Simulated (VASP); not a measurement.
A run of VASP 6.6.1 is set up as follows.

File INCAR:

```
SYSTEM = Si
ALGO = Normal ; EDIFF = 1E-6
EDIFFG = -0.002 ; ENCUT = 600
IBRION = 2 ; ISIF = 3
ISMEAR = 0 ; LASPH = .TRUE.
LCHARG = .FALSE. ; LREAL = .FALSE.
LWAVE = .FALSE. ; NELM = 80
NSW = 100 ; PREC = Accurate
SIGMA = 0.02
```

File KPOINTS:

```
k-points
0
G
  10 10 10
  0 0 0
```

Contents of POSCAR:

```
Si
1.0
    0.0000000000      2.7008304894      2.7008304894
    2.7008304894      0.0000000000      2.7008304894
    2.7008304894      2.7008304894      0.0000000000
Si
2
Direct
    0.5000000000      0.5000000000      0.5000000000
    0.7500000000      0.7500000000      0.7500000000
```

Potentials or basis: VASP PAW LDA potentials, release 64 (Si).

Launch:

```bash
$ cat potpaw_LDA.64/Si/POTCAR > POTCAR
$ mpirun -np 1 vasp_std > vasp.out
```

**Question.** Estimate the space group after relaxing (to 0.1 Å).

**Answer.** Fd-3m (No. 227).

**Question.** Estimate the relaxed volume.

**Answer.** 19.72 Å³/atom.

Final structure:
```
Si
1.0
     0.00000    2.70149    2.70149
     2.70149    0.00000    2.70149
     2.70149    2.70149    0.00000
Si
2
Cartesian
  2.7015 2.7015 2.7015
  4.0522 4.0522 4.0522
```
